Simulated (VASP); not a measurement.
**CsRuO4: single point with PBE**

The system is CsRuO4.

```
CELL_PARAMETERS angstrom
0.00000 3.70963 3.70963
3.70963 0.00000 3.70963
3.70963 3.70963 0.00000
ATOMIC_POSITIONS crystal
Cs 0.50000 0.50000 0.50000
Ru 0.00000 0.00000 0.00000
O 0.12700 0.12700 0.12700
O 0.61900 0.12700 0.12700
O 0.12700 0.12700 0.61900
O 0.12700 0.61900 0.12700
```

- Program: VASP 6.6.1
- Task: single point
- Functional: PBE
- Potentials or basis: VASP PAW PBE potentials, release 64 (Cs_sv, Ru_pv, O)
- Cutoff: 520 eV
- k mesh: 4 × 4 × 4
- Occupations: gaussian, width 0.0439 eV
- Spin: no spin polarisation

```json
{"Pressure": "30.3 GPa", "Largest force": "5.874 eV/Å"}
```

Forces in eV/Å, atoms in the order of the input:
```
Cs   0.000  0.000  0.000
Ru   0.000  0.000  0.000
O    3.391  3.391  3.391
O    3.391 -3.391 -3.391
O   -3.391 -3.391  3.391
O   -3.391  3.391 -3.391
```

Levels at points of the mesh, in eV from the Fermi level:
```
           k point  band 19  band 20  band 21  band 22  band 23  band 24  band 25  band 26  band 27  band 28
(0.00, 0.00, 0.00)    -5.06    -5.06    -3.61    -3.61    -3.61    -0.25    -0.25     1.99     2.97     2.97
(0.50, 0.00, 0.00)    -4.71    -4.40    -4.40    -4.29    -3.60     0.29     0.29     1.71     2.85     2.85
(0.50, 0.50, 0.00)    -4.48    -4.22    -4.22    -3.84    -3.84    -0.19     0.54     1.87     2.60     2.60
```

It took 43 s on 1 thread of Intel Xeon 6975P-C (shared host), peak memory 0.25 GiB.

Caveat: the k points lie up to 0.37 Å⁻¹ apart; spin-orbit coupling is left out, which moves the levels of the heavy elements; an odd number of electrons without spin polarisation forces a metal; a magnetic or distorted state may lie lower.
